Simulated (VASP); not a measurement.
# AlNi (P4/mmm) in VASP: further runs, part 2 of 2

VASP 6.6.1. Earlier steps stand in the parts before.

## (3) Vibrations by perturbation theory, LDA (11.60 Å³/atom)

This run uses another cell than the first one, of 11.60 Å³/atom.

The input, INCAR:

```
PREC = Accurate
ENCUT = 520
EDIFF = 1E-8
ISMEAR = -1
SIGMA = 0.15
LREAL = False
LASPH = True
NELM = 80
ALGO = Normal
ISIF = 2
LWAVE = False
LCHARG = False
GGA = CA
IBRION = 8
NSW = 1
```

The input, KPOINTS:

```
Automatic mesh
0
Gamma
  16 16 14
```

The input, POSCAR:

```
AlNi
1.0
    2.0161294069     -2.0161294069      0.0000000000
    2.0161294069      2.0161294069      0.0000000000
    0.0000000000      0.0000000000      2.8539096989
Al Ni
1 1
Direct
    0.0000000000      0.0000000000      0.0000000000
    0.5000000000      0.5000000000      0.5000000000
```

Potentials or basis: VASP PAW LDA potentials, release 64 (Al, Ni).

Launch:

```sh
cat potpaw_LDA.64/Al/POTCAR potpaw_LDA.64/Ni/POTCAR > POTCAR
mpirun -np 1 vasp_std > vasp.out
```

OUTCAR:

```text
PREC = Accurate
   ENCUT = 520
   EDIFF = 1E-8
   ISMEAR = -1
   LREAL = False
   LASPH = True
   NELM = 80
   ISIF = 2
   GGA = CA
   IBRION = 8
   NSW = 1

 ion  position               nearest neighbor table
   1  0.000  0.000  0.000-   2 2.47   2 2.47   2 2.47   2 2.47   2 2.47   2 2.47   2 2.47   2 2.47

   2  0.500  0.500  0.500-   1 2.47   1 2.47   1 2.47   1 2.47   1 2.47   1 2.47   1 2.47   1 2.47

  LATTYP: Found a simple tetragonal cell.
 ALAT       =     2.8512375507
 C/A-ratio  =     1.0009371889

  Lattice vectors:

 A1 = (   2.0161294069,  -2.0161294069,   0.0000000000)
 A2 = (   2.0161294069,   2.0161294069,   0.0000000000)
 A3 = (   0.0000000000,   0.0000000000,   2.8539096989)

Analysis of symmetry for initial positions (statically):
=====================================================================
 Subroutine PRICEL returns:
 Original cell was already a primitive cell.

 Routine SETGRP: Setting up the symmetry group for a
 simple tetragonal supercell.

 Subroutine GETGRP returns: Found 16 space group operations
 (whereof 16 operations were pure point group operations)
 out of a pool of 16 trial point group operations.

The static configuration has the point symmetry D_4h.

Analysis of symmetry for dynamics (positions and initial velocities):
=====================================================================
 Subroutine PRICEL returns:
 Original cell was already a primitive cell.

 Routine SETGRP: Setting up the symmetry group for a
 simple tetragonal supercell.

 Subroutine GETGRP returns: Found 16 space group operations
 (whereof 16 operations were pure point group operations)
 out of a pool of 16 trial point group operations.

The dynamic configuration has the point symmetry D_4h.

 Subroutine INISYM returns: Found 16 space group operations
 (whereof 16 operations are pure point group operations),
 and found     1 'primitive' translations

----------------------------------------------------------------------------------------

                                     Primitive cell

  volume of cell :      23.2010

  direct lattice vectors                    reciprocal lattice vectors
     2.016129407 -2.016129407  0.000000000     0.247999954 -0.247999954  0.000000000
     2.016129407  2.016129407  0.000000000     0.247999954  0.247999954  0.000000000
     0.000000000  0.000000000  2.853909699     0.000000000  0.000000000  0.350396511

  length of vectors
     2.851237551  2.851237551  2.853909699     0.350724898  0.350724898  0.350396511

  position of ions in fractional coordinates (direct lattice)
     0.000000000  0.000000000  0.000000000
     0.500000000  0.500000000  0.500000000

  ion indices of the primitive-cell ions
[... 137 lines left out ...]
      4       8.5148      1.99997
      5       8.5148      1.99997
      6       8.5172      1.99997
      7      15.7299      0.00000
      8      15.7639      0.00000
      9      15.7639      0.00000
     10      18.4710      0.00000
[... 287 lines left out ...]
 k-point    24 :       0.5000    0.1250    0.0000
  band No.  band energies     occupation
      1       3.3461      2.00000
      2       3.5285      2.00000
      3       7.3043      2.00000
      4       7.7210      2.00000
      5       7.8056      2.00000
      6       8.5035      1.99997
      7       9.4562      1.98366
      8      17.2515      0.00000
      9      18.1963      0.00000
     10      20.7183      0.00000

 [... further k-points ...]

------------------------ aborting loop because EDIFF is reached ----------------------------------------

  FORCE on cell =-STRESS in cart. coord.  units (eV):
  Direction    XX          YY          ZZ          XY          YZ          ZX
  --------------------------------------------------------------------------------------
  -------------------------------------------------------------------------------------
  Total       -0.4628850     -0.4628850     -0.4643705      0.0000000      0.0000000      0.0000000
  in kB      -31.9651429    -31.9651429    -32.0677264      0.0000000      0.0000000      0.0000000
  external PRESSURE =     -31.9993374 kB  Pullay stress =       0.0000000 kB

 VOLUME and BASIS-vectors are now :
 -----------------------------------------------------------------------------
  energy-cutoff  :      520.00
  volume of cell :       23.20
      direct lattice vectors                 reciprocal lattice vectors
     2.016129407 -2.016129407  0.000000000     0.247999954 -0.247999954  0.000000000
     2.016129407  2.016129407  0.000000000     0.247999954  0.247999954  0.000000000
     0.000000000  0.000000000  2.853909699     0.000000000  0.000000000  0.350396511

 POSITION                                       TOTAL-FORCE (eV/Angst)
 -----------------------------------------------------------------------------------
      0.00000      0.00000      0.00000         0.000000      0.000000      0.000000
      2.01613      0.00000      1.42695         0.000000      0.000000      0.000000
 -----------------------------------------------------------------------------------
    total drift:                                0.000000     -0.000000     -0.000000

  FREE ENERGIE OF THE ION-ELECTRON SYSTEM (eV)
  ---------------------------------------------------
  free  energy   TOTEN  =       -12.2215728648 eV

  energy  without entropy=      -12.1613107680  energy(sigma->0) =      -12.19144182

[... ionic steps 2 to 3 ...]

--------------------------------------- Ionic step        4  -------------------------------------------

------------------------ aborting loop because EDIFF is reached ----------------------------------------
[... 11 lines left out ...]
[... ionic steps 8 to 8 ...]

--------------------------------------- Ionic step        9  -------------------------------------------

 Free energy of the ion-electron system (eV)
  ---------------------------------------------------
  ---------------------------------------------------
  free energy    TOTEN  =        -0.18673310 eV

  energy without entropy =       -0.18673307

------------------------ aborting loop because EDIFF is reached ----------------------------------------

 INTERNAL STRAIN TENSOR  FOR ION    2  DIRECTION 3   (eV/Angst):
 -----------------------------------------------------------------------------
     0.00975  0.00000 -0.00000
     0.00000  0.00975  0.00000
     0.00000 -0.00000  0.03095

 INTERNAL STRAIN TENSOR FOR ION    2 for displacements in x,y,z  (eV/Angst):
          X           Y           Z          XY          YZ          ZX
  --------------------------------------------------------------------------------
  x     0.00000     0.00000     0.00000     0.00000     0.00000     0.00000
  y     0.00000     0.00000     0.00000     0.00000     0.00000     0.00000
  z     0.00000     0.00000     0.00000     0.00000     0.00000     0.00000

 SECOND DERIVATIVES (NOT SYMMETRIZED)
 ------------------------------------
               1X          1Y          1Z          2X          2Y          2Z
  1X    -5.992629    0.000000    0.000000    5.992629    0.000000    0.000000
  1Y     0.000000   -5.992629    0.000000    0.000000    5.992629    0.000000
  1Z     0.000000    0.000000   -5.996827    0.000000   -0.000000    5.996827
  2X     6.007339    0.000000    0.000000   -6.007339    0.000000    0.000000
  2Y     0.000000    6.007339    0.000000    0.000000   -6.007339    0.000000
  2Z    -0.000000    0.000000    6.013220    0.000000   -0.000000   -6.013220

 Eigenvectors and eigenvalues of the dynamical matrix
 ----------------------------------------------------

   1 f  =    8.908494 THz    55.973716 2PiTHz  297.155360 cm-1    36.842552 meV
             X         Y         Z           dx          dy          dz
      0.000000  0.000000  0.000000    -0.000000   -0.000000    0.827329
      2.016129  0.000000  1.426955     0.000000    0.000000   -0.561718
[... 21 lines left out ...]
   6 f/i=    0.005651 THz     0.035507 2PiTHz    0.188500 cm-1     0.023371 meV
             X         Y         Z           dx          dy          dz
      0.000000  0.000000  0.000000     0.000000   -0.000000    0.561718
      2.016129  0.000000  1.426955     0.000000   -0.000000    0.827329

--------------------------------------------------------------------------------------------------------

 ELASTIC MODULI CONTR FROM IONIC RELAXATION (kBar)
 Direction    XX          YY          ZZ          XY          YZ          ZX
 --------------------------------------------------------------------------------
 XX           0.0000      0.0000      0.0000      0.0000      0.0000      0.0000
 YY           0.0000      0.0000      0.0000      0.0000      0.0000      0.0000
 ZZ           0.0000      0.0000      0.0000      0.0000      0.0000      0.0000
 XY           0.0000      0.0000      0.0000      0.0000      0.0000      0.0000
 YZ           0.0000      0.0000      0.0000      0.0000      0.0000      0.0000
 ZX           0.0000      0.0000      0.0000      0.0000      0.0000      0.0000
 --------------------------------------------------------------------------------
```

stdout:

```text
POSCAR found type information on POSCAR AlNi
 POSCAR found :  2 types and       2 ions
 scaLAPACK will be used
 LDA part: xc-table for (Slater(with rela. corr.)+CA(PZ))
 , standard interpolation
 POSCAR, INCAR and KPOINTS ok, starting setup
 FFT: planning ... GRIDC
 FFT: planning ... GRID_SOFT
 FFT: planning ... GRID
 WAVECAR not read
 entering main loop
 Linear response reoptimize wavefunctions to high precision
 Linear response DOF=           4
 Linear response progress:
 first order change of Fermi-energy  -0.19591E-04
 force on displaced ion       1 direction 1 :  -5.993   0.000   0.000
 Linear response progress:
 first order change of Fermi-energy  -0.99606E-04
 force on displaced ion       1 direction 3 :   0.000   0.000  -5.997
 Linear response progress:
 first order change of Fermi-energy   0.23399E-02
 force on displaced ion       2 direction 1 :  -6.007   0.000   0.000
 Linear response progress:
 first order change of Fermi-energy   0.25899E-02
 force on displaced ion       2 direction 3 :   0.000  -0.000  -6.013
 Linear response finished
```

Run time: 2.9 min. Hardware: 1 thread of Intel Xeon 6975P-C (Granite Rapids), shared host; peak memory 0.57 GiB.

What came out:

* Highest phonon frequency at Γ: 297 cm⁻¹

Phonon frequencies in cm⁻¹ (negative: imaginary):
```
              q point        frequencies
(0.000, 0.000, 0.000)  0 0 0 297 297 297
```

Caveat: the cell stands under pressure or tension, which shifts response properties.

## (4) Vibrations by perturbation theory, LDA

The input, INCAR:

```
SYSTEM = AlNi
PREC = Accurate
ENCUT = 540
EDIFF = 1E-8
ISMEAR = -1
SIGMA = 0.15
LREAL = .False.
LASPH = .True.
NELM = 300
ALGO = All
ISIF = 2
LWAVE = .False.
LCHARG = .False.
NBANDS = 14
IBRION = 8
NSW = 1
GGA_COMPAT = .False.
ISEARCH = 1
KPAR = 4
```

The input, KPOINTS:

```
Automatic mesh
0
Gamma
  16 16 14
  0 0 0
```

The input, POSCAR:

```
AlNi
1.0
    2.0028655974     -2.0028644312      0.0000000000
    2.0028655974      2.0028644312      0.0000000000
    0.0000000000      0.0000000000      2.8351334320
Al Ni
1 1
Direct
    0.0000000000      0.0000000000      0.0000000000
    0.5000000000      0.5000000000      0.5000000000
```

Potentials or basis: VASP PAW LDA potentials, release 64 (Al, Ni).

Launch:

```sh
cat potpaw_LDA.64/Al/POTCAR potpaw_LDA.64/Ni/POTCAR > POTCAR
mpirun -np 4 vasp_std > vasp.out
```

OUTCAR:

```text
SYSTEM = AlNi
   PREC = Accurate
   ENCUT = 540
   EDIFF = 1E-8
   ISMEAR = -1
   LREAL = .False.
   LASPH = .True.
   NELM = 300
   ISIF = 2
   IBRION = 8
   NSW = 1

 ion  position               nearest neighbor table
   1  0.000  0.000  0.000-   2 2.45   2 2.45   2 2.45   2 2.45   2 2.45   2 2.45   2 2.45   2 2.45

   2  0.500  0.500  0.500-   1 2.45   1 2.45   1 2.45   1 2.45   1 2.45   1 2.45   1 2.45   1 2.45

  LATTYP: Found a simple tetragonal cell.
 ALAT       =     2.8324788668
 C/A-ratio  =     1.0009371880

  Lattice vectors:

 A1 = (   2.0028655974,  -2.0028644312,   0.0000000000)
 A2 = (   2.0028655974,   2.0028644312,   0.0000000000)
 A3 = (   0.0000000000,   0.0000000000,   2.8351334320)

Analysis of symmetry for initial positions (statically):
=====================================================================
 Subroutine PRICEL returns:
 Original cell was already a primitive cell.

 Routine SETGRP: Setting up the symmetry group for a
 simple tetragonal supercell.

 Subroutine GETGRP returns: Found 16 space group operations
 (whereof 16 operations were pure point group operations)
 out of a pool of 16 trial point group operations.

The static configuration has the point symmetry D_4h.

Analysis of symmetry for dynamics (positions and initial velocities):
=====================================================================
 Subroutine PRICEL returns:
 Original cell was already a primitive cell.

 Routine SETGRP: Setting up the symmetry group for a
 simple tetragonal supercell.

[... 594 lines left out ...]
 -----------------------------------------------------------------------------------
    total drift:                                0.000000     -0.000000     -0.000000

  FREE ENERGIE OF THE ION-ELECTRON SYSTEM (eV)
  ---------------------------------------------------
  free  energy   TOTEN  =       -12.2256802148 eV

  energy  without entropy=      -12.1665489490  energy(sigma->0) =      -12.19611458

[... ionic steps 2 to 3 ...]

--------------------------------------- Ionic step        4  -------------------------------------------

------------------------ aborting loop because EDIFF is reached ----------------------------------------
[... 11 lines left out ...]
[... ionic steps 8 to 8 ...]

--------------------------------------- Ionic step        9  -------------------------------------------

 Free energy of the ion-electron system (eV)
  ---------------------------------------------------
  ---------------------------------------------------
  free energy    TOTEN  =        -0.18672113 eV

  energy without entropy =       -0.18672110

------------------------ aborting loop because EDIFF is reached ----------------------------------------

 INTERNAL STRAIN TENSOR  FOR ION    2  DIRECTION 3   (eV/Angst):
 -----------------------------------------------------------------------------
     0.00996  0.00000 -0.00000
     0.00000  0.00996 -0.00000
     0.00000  0.00000  0.03103

 INTERNAL STRAIN TENSOR FOR ION    2 for displacements in x,y,z  (eV/Angst):
          X           Y           Z          XY          YZ          ZX
  --------------------------------------------------------------------------------
  x     0.00000     0.00000     0.00000     0.00000     0.00000     0.00000
  y     0.00000     0.00000     0.00000     0.00000     0.00000     0.00000
  z     0.00000     0.00000     0.00000     0.00000     0.00000     0.00000

 SECOND DERIVATIVES (NOT SYMMETRIZED)
 ------------------------------------
               1X          1Y          1Z          2X          2Y          2Z
  1X    -6.497528    0.000000    0.000000    6.497528    0.000000    0.000000
  1Y     0.000000   -6.497520    0.000000    0.000000    6.497520    0.000000
  1Z    -0.000000    0.000000   -6.502728    0.000000   -0.000000    6.502728
  2X     6.491441    0.000000    0.000000   -6.491441    0.000000    0.000000
  2Y     0.000000    6.491433    0.000000    0.000000   -6.491433    0.000000
  2Z     0.000000    0.000000    6.498658    0.000000   -0.000000   -6.498658

 Eigenvectors and eigenvalues of the dynamical matrix
 ----------------------------------------------------

   1 f  =    9.271747 THz    58.256103 2PiTHz  309.272181 cm-1    38.344846 meV
             X         Y         Z           dx          dy          dz
      0.000000  0.000000  0.000000     0.000000   -0.000000   -0.827767
      2.002866  0.000000  1.417567     0.000000    0.000000    0.561072
[... 21 lines left out ...]
   6 f/i=    0.002017 THz     0.012673 2PiTHz    0.067277 cm-1     0.008341 meV
             X         Y         Z           dx          dy          dz
      0.000000  0.000000  0.000000    -0.561013   -0.000166    0.000000
      2.002866  0.000000  1.417567    -0.827807   -0.000246    0.000000

--------------------------------------------------------------------------------------------------------

 ELASTIC MODULI CONTR FROM IONIC RELAXATION (kBar)
 Direction    XX          YY          ZZ          XY          YZ          ZX
 --------------------------------------------------------------------------------
 XX           0.0000      0.0000      0.0000      0.0000      0.0000      0.0000
 YY           0.0000      0.0000      0.0000      0.0000      0.0000      0.0000
 ZZ           0.0000      0.0000      0.0000      0.0000      0.0000      0.0000
 XY           0.0000      0.0000      0.0000      0.0000      0.0000      0.0000
 YZ           0.0000      0.0000      0.0000      0.0000      0.0000      0.0000
 ZX           0.0000      0.0000      0.0000      0.0000      0.0000      0.0000
 --------------------------------------------------------------------------------
```

stdout:

```text
POSCAR found type information on POSCAR AlNi
 POSCAR found :  2 types and       2 ions
 scaLAPACK will be used
 LDA part: xc-table for (Slater(with rela. corr.)+CA(PZ))
 , standard interpolation
 POSCAR, INCAR and KPOINTS ok, starting setup
 FFT: planning ... GRIDC
 FFT: planning ... GRID_SOFT
 FFT: planning ... GRID
 WAVECAR not read
[... 33 lines left out ...]
 Linear response DOF=           4
 Linear response progress:
 first order change of Fermi-energy  -0.33196E-04
 force on displaced ion       1 direction 1 :  -6.498   0.000   0.000
 Linear response progress:
 first order change of Fermi-energy  -0.95951E-04
 force on displaced ion       1 direction 3 :  -0.000  -0.000  -6.503
 Linear response progress:
 first order change of Fermi-energy   0.23182E-02
 force on displaced ion       2 direction 1 :  -6.491   0.000   0.000
 Linear response progress:
 first order change of Fermi-energy   0.25956E-02
 force on displaced ion       2 direction 3 :  -0.000  -0.000  -6.499
 Linear response finished
```

Wall time 2.2 min (4 MPI ranks of Intel Xeon Platinum 8488C (Sapphire Rapids), shared host); peak memory 0.75 GiB.

Results:

* Highest phonon frequency at Γ: 309 cm⁻¹

Phonon frequencies in cm⁻¹ (negative: imaginary):
```
              q point        frequencies
(0.000, 0.000, 0.000)  0 0 0 309 309 309
```

Spin polarisation is off, so any magnetic state and its effect on volume and gap are missing.
